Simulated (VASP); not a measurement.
Write the native input for VASP 6.6.1 that does the following.

- Task: single point
- Functional: PBE
- Potentials or basis: VASP PAW PBE potentials, release 64 (Gd)
- Cutoff: 520 eV
- k mesh: 10 × 10 × 6
- Occupations: fermi-dirac, width 0.05 eV
- Spin: collinear spin, ferromagnetic start
- Starting moments: [7.0, 7.0] μB
- Dipole correction: no
- Further INCAR settings: ALGO = Normal; EDIFF = 1e-07; NBANDS = 29

The structure of Gd lies in POSCAR:

```
Gd
1.0
    3.6483274289      0.0000000000      0.0000000000
   -1.8241637145      3.1595442348      0.0000000000
    0.0000000000      0.0000000000      5.8327272415
Gd
2
Direct
    0.3333333333      0.6666666667      0.2500000000
    0.6666666667      0.3333333333      0.7500000000
```

The input as run:

INCAR

```
PREC = Accurate
ENCUT = 520
EDIFF = 1E-7
ISMEAR = -1
SIGMA = 0.05
LREAL = F
LASPH = T
NELM = 150
ALGO = Normal
ISIF = 2
LWAVE = F
LCHARG = F
ISPIN = 2
MAGMOM = 7 7
LORBIT = 11
LMAXMIX = 6
GGA = PE
NBANDS = 29
```

KPOINTS

```
regular mesh
0
Gamma
  10 10 6
```

Potentials or basis: VASP PAW PBE potentials, release 64 (Gd).

Run with:

```console
$ cat potpaw_PBE.64/Gd/POTCAR > POTCAR
$ mpirun -np 1 vasp_std > vasp.out
```

It gave:

| Property | Result |
| --- | --- |
| Pressure | 0.0 GPa |
| Net moment | 15.34 μB per cell |
| Site moments | Gd +7.00 μB |
| Valence electrons inside the program's atomic spheres | Gd 15.19 |

Run time: 20 min on 1 thread of Intel(R) Xeon(R) Platinum 8375C CPU @ 2.90GHz (Ice Lake) (shared host), peak memory 0.34 GiB.
